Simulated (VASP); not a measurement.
# MnS (F-43m) in VASP: notebook, part 2 of 3

VASP 6.6.1.

## 3. Single point, PBE, collinear spin, ferromagnetic start

This run uses another cell than the first one, of 15.13 Å³/atom, 0.962 times its volume.

File INCAR:

```
SYSTEM = MnS
ALGO = Normal
EDIFF = 1E-6
ENCUT = 520
GGA = PE
ISIF = 2
ISMEAR = -1
ISPIN = 2
LASPH = .TRUE.
LCHARG = .FALSE.
LMAXMIX = 4
LORBIT = 11
LREAL = .FALSE.
LWAVE = .FALSE.
MAGMOM = 4 0
NBANDS = 20
NELM = 150
PREC = Accurate
SIGMA = 0.05
```

File KPOINTS:

```
k-points
0
G
  4 4 4
  0 0 0
```

File POSCAR:

```
MnS
1.0
    0.0000000000      2.4734634191      2.4734634191
    2.4734634191      0.0000000000      2.4734634191
    2.4734634191      2.4734634191      0.0000000000
Mn S
1 1
Direct
    0.0000000000      0.0000000000      0.0000000000
    0.7500000000      0.7500000000      0.7500000000
```

Potentials or basis: VASP PAW PBE potentials, release 64 (Mn_pv, S).

Command:

```bash
> cat potpaw_PBE.64/Mn_pv/POTCAR potpaw_PBE.64/S/POTCAR > POTCAR
> mpirun -np 1 vasp_std > vasp.out
```

OUTCAR:

```text
SYSTEM = MnS
   EDIFF = 1E-6
   ENCUT = 520
   GGA = PE
   ISIF = 2
   ISMEAR = -1
   ISPIN = 2
   LASPH = .TRUE.
   LORBIT = 11
   LREAL = .FALSE.
   NELM = 150
   PREC = Accurate

 ion  position               nearest neighbor table
   1  0.000  0.000  0.000-   2 2.14   2 2.14   2 2.14   2 2.14
   2  0.750  0.750  0.750-   1 2.14   1 2.14   1 2.14   1 2.14

  LATTYP: Found a face centered cubic cell.
 ALAT       =     4.9469268382

  Lattice vectors:

 A1 = (   0.0000000000,   2.4734634191,   2.4734634191)
 A2 = (   2.4734634191,   0.0000000000,   2.4734634191)
 A3 = (   2.4734634191,   2.4734634191,   0.0000000000)

Analysis of symmetry for initial positions (statically):
=====================================================================
 Subroutine PRICEL returns:
 Original cell was already a primitive cell.

 Routine SETGRP: Setting up the symmetry group for a
 face centered cubic supercell.

 Subroutine GETGRP returns: Found 24 space group operations
 (whereof 24 operations were pure point group operations)
 out of a pool of 48 trial point group operations.

The static configuration has the point symmetry T_d .

Analysis of symmetry for dynamics (positions and initial velocities):
=====================================================================
 Subroutine PRICEL returns:
 Original cell was already a primitive cell.

 Routine SETGRP: Setting up the symmetry group for a
 face centered cubic supercell.

 Subroutine GETGRP returns: Found 24 space group operations
 (whereof 24 operations were pure point group operations)
 out of a pool of 48 trial point group operations.

The dynamic configuration has the point symmetry T_d .

Analysis of structural, dynamic, and magnetic symmetry:
=====================================================================
 Subroutine PRICEL returns:
 Original cell was already a primitive cell.

 Routine SETGRP: Setting up the symmetry group for a
 face centered cubic supercell.

 Subroutine GETGRP returns: Found 24 space group operations
 (whereof 24 operations were pure point group operations)
 out of a pool of 48 trial point group operations.

The overall configuration has the point symmetry T_d .

 Subroutine INISYM returns: Found 24 space group operations
 (whereof 24 operations are pure point group operations),
 and found     1 'primitive' translations

----------------------------------------------------------------------------------------

                                     Primitive cell

  volume of cell :      30.2654

  direct lattice vectors                    reciprocal lattice vectors
     0.000000000  2.473463419  2.473463419    -0.202145702  0.202145702  0.202145702
     2.473463419  0.000000000  2.473463419     0.202145702 -0.202145702  0.202145702
     2.473463419  2.473463419  0.000000000     0.202145702  0.202145702 -0.202145702

  length of vectors
     3.498005513  3.498005513  3.498005513     0.350126627  0.350126627  0.350126627

  position of ions in fractional coordinates (direct lattice)
     0.000000000  0.000000000  0.000000000
     0.750000000  0.750000000  0.750000000

  ion indices of the primitive-cell ions
[... 47 lines left out ...]
   NGXF,Y,Z  is equivalent  to a cutoff of  26.61, 26.61, 26.61 a.u.
 SYSTEM =  MnS
   PREC   = accura    normal or accurate (medium, high low for compatibility)
   ISTART =      0    job   : 0-new  1-cont  2-samecut
   ICHARG =      2    charge: 1-file 2-atom 10-const
   ISPIN  =      2    spin polarized calculation?
   LNONCOLLINEAR =      F non collinear calculations
   LSORBIT =      F    spin-orbit coupling
   LASPH  =      T    aspherical Exc in radial PAW
   ENCUT  =  520.0 eV  38.22 Ry    6.18 a.u.   6.50  6.50  6.50*2*pi/ulx,y,z
   NELM   =    150;   NELMIN=  2; NELMDL= -5     # of ELM steps
   EDIFF  = 0.1E-05   stopping-criterion for ELM
   LREAL  =      F    real-space projection
   EDIFFG = 0.1E-04   stopping-criterion for IOM
   NSW    =      0    number of steps for IOM
   IBRION =     -1    ionic relax: 0-MD 1-quasi-New 2-CG
   NFREE  =      0    steps in history (QN), initial steepest desc. (CG)
   ISIF   =      2    stress and relaxation
   ISYM   =      2    0-nonsym 1-usesym 2-fastsym
   POTIM  = 0.5000    time-step for ionic-motion
   TEBEG  =    0.0;   TEEND  =   0.0 temperature during run
   PSTRESS=    0.0 pullay stress
   NELECT =      19.0000    total number of electrons
   NUPDOWN=      -1.0000    fix difference up-down
   EMIN   =  10.00;   EMAX   =-10.00  energy-range for DOS
   EFERMI =   0.00;   METHOD = LEGACY
   ISMEAR =    -1;   SIGMA  =   0.05  broadening in eV -4-tet -1-fermi 0-gaus
   EFERMI_NEDOS =   21; number of points for ismear=-14 and -15
   IALGO  =     38    algorithm
   IMIX   =      4    mixing-type and parameters
     AMIX     =   0.40;   BMIX     =  1.00
     AMIX_MAG =   1.60;   BMIX_MAG =  1.00
  volume/ion in A,a.u.               =      15.13       102.12
  Fermi-wavevector in a.u.,A,eV,Ry     =   1.401771  2.648964 26.734947  1.964963
  Thomas-Fermi vector in A             =   2.524600
   LORBIT       =     11    0 simple, 1 ext, 2 COOP (PROOUT), +10 PAW based schemes
   GGA     = PE    functional components
   LHFCALC =     F    Hartree Fock is set to
   AEXX    =    0.0000 exact exchange contribution
   IVDW    =     0    specifies the selected vdW correction
   LEPSILON=     F    determine dielectric tensor
   LRPA    =     F    only Hartree local field effects (RPA)
 spin polarized calculation
  energy-cutoff  :      520.00
  volume of cell :       30.27
 maximum number of plane-waves:       869
 NGX is ok and might be reduce to    28
   NGX = 13   NGY = 13   NGZ = 13

 number of electron      18.9999986 magnetization       3.1936469

 Free energy of the ion-electron system (eV)
  ---------------------------------------------------
  ext. energy  EPLUGINS =         0.00000000
  ---------------------------------------------------
  free energy    TOTEN  =       -13.34998012 eV

  energy without entropy =      -13.33177671  energy(sigma->0) =      -13.34087842

 E-fermi :   7.8478     XC(G=0): -11.2205

 val. band max:        7.7649889146   @ k =   0.2500   0.0000   0.0000
 cond. band min:       7.9089282879   @ k =  -0.2500   0.2500   0.0000
 fundamental gap:      0.1439393733
 Fermi energy:         7.8477676634

 spin component 1

 k-point     1 :       0.0000    0.0000    0.0000
  band No.  band energies     occupation
      1     -41.7873      1.00000
      2     -41.7873      1.00000
      3     -41.7873      1.00000
      4      -7.8384      1.00000
      5       2.2611      1.00000
      6       2.2611      1.00000
[... 160 lines left out ...]
      6       1.9564      1.00000
[... 12 lines left out ...]
     19      23.9257      0.00000
     20      24.6611      0.00000
 Fermi energy:         7.8477676634

 spin component 2

 k-point     1 :       0.0000    0.0000    0.0000
  band No.  band energies     occupation
      1     -38.7114      1.00000
      2     -38.7114      1.00000
      3     -38.7114      1.00000
      4      -7.6263      1.00000
      5       3.2612      1.00000
      6       3.2612      1.00000
[... 173 lines left out ...]
     19      24.5683      0.00000
     20      25.0999      0.00000

------------------------ aborting loop because EDIFF is reached ----------------------------------------

  FORCE on cell =-STRESS in cart. coord.  units (eV):
  Direction    XX          YY          ZZ          XY          YZ          ZX
  --------------------------------------------------------------------------------------
  -------------------------------------------------------------------------------------
  Total        4.7757840      4.7757840      4.7757840      0.0000000      0.0000000     -0.0000000
  in kB      252.8184620    252.8184620    252.8184620      0.0000000      0.0000000     -0.0000000
  external PRESSURE =     252.8184620 kB  Pullay stress =       0.0000000 kB

 VOLUME and BASIS-vectors are now :
 -----------------------------------------------------------------------------
  energy-cutoff  :      520.00
  volume of cell :       30.27
      direct lattice vectors                 reciprocal lattice vectors
     0.000000000  2.473463419  2.473463419    -0.202145702  0.202145702  0.202145702
     2.473463419  0.000000000  2.473463419     0.202145702 -0.202145702  0.202145702
     2.473463419  2.473463419  0.000000000     0.202145702  0.202145702 -0.202145702

 POSITION                                       TOTAL-FORCE (eV/Angst)
 -----------------------------------------------------------------------------------
      0.00000      0.00000      0.00000         0.000000      0.000000      0.000000
      3.71020      3.71020      3.71020        -0.000000     -0.000000     -0.000000
 -----------------------------------------------------------------------------------
    total drift:                               -0.000001     -0.000001     -0.000001

  FREE ENERGIE OF THE ION-ELECTRON SYSTEM (eV)
  ---------------------------------------------------
  free  energy   TOTEN  =       -13.3499801224 eV

  energy  without entropy=      -13.3317767138  energy(sigma->0) =      -13.34087842

 total charge

# of ion       s       p       d       tot
------------------------------------------
    1        0.355   6.370   5.232  11.958
    2        1.331   2.497   0.000   3.828
--------------------------------------------------
tot          1.686   8.868   5.232  15.786

 magnetization (x)

# of ion       s       p       d       tot
------------------------------------------
    1        0.047   0.068   2.804   2.919
    2        0.004  -0.024   0.000  -0.020
--------------------------------------------------
tot          0.052   0.043   2.804   2.899
```

OSZICAR:

```text
N       E                     dE             d eps       ncg     rms          rms(c)
DAV:   1     0.166176031046E+03    0.16618E+03   -0.10012E+04   640   0.100E+03
DAV:   2    -0.592085127446E+01   -0.17210E+03   -0.16255E+03   664   0.304E+02
[... 13 lines left out ...]
DAV: 120    -0.133502664540E+02   -0.23435E-03   -0.12200E-05   656   0.433E-02    0.292E-01
DAV: 121    -0.133504855751E+02   -0.21912E-03   -0.10076E-05   728   0.392E-02    0.263E-01
DAV: 122    -0.133501394921E+02    0.34608E-03   -0.17627E-05   708   0.565E-02    0.311E-01
DAV: 123    -0.133499819793E+02    0.15751E-03   -0.47550E-06   784   0.224E-02    0.332E-01
DAV: 124    -0.133499795386E+02    0.24407E-05   -0.73907E-07   352   0.575E-03    0.332E-01
DAV: 125    -0.133499801224E+02   -0.58382E-06   -0.19173E-08   320   0.103E-03
   1 F= -.13349980E+02 E0= -.13340878E+02  d E =-.182034E-01  mag=     3.2089
```

Wall time 77 s (1 thread of Intel Xeon 6975P-C (Granite Rapids), shared host); peak memory 0.17 GiB.

Results:

```
Free energy                                           : -13.3500 eV
Pressure                                              : 25.3 GPa
Net moment                                            : 3.19 μB per cell
Site moments                                          : Mn +2.92; S -0.02 μB
Valence electrons inside the program's atomic spheres : Mn 11.96; S 3.83
```

Caveat: the k points lie up to 0.55 Å⁻¹ apart; a cell with one magnetic atom can't hold antiferromagnetic order, which such compounds often take; semilocal functionals often make such compounds metallic where correlation or magnetic order opens a gap, which also shifts bond lengths. With open d or f shells a metallic result of PBE can be an artefact of self-interaction; +U or a hybrid may open a gap.

(Continued in part 3 of 3.)
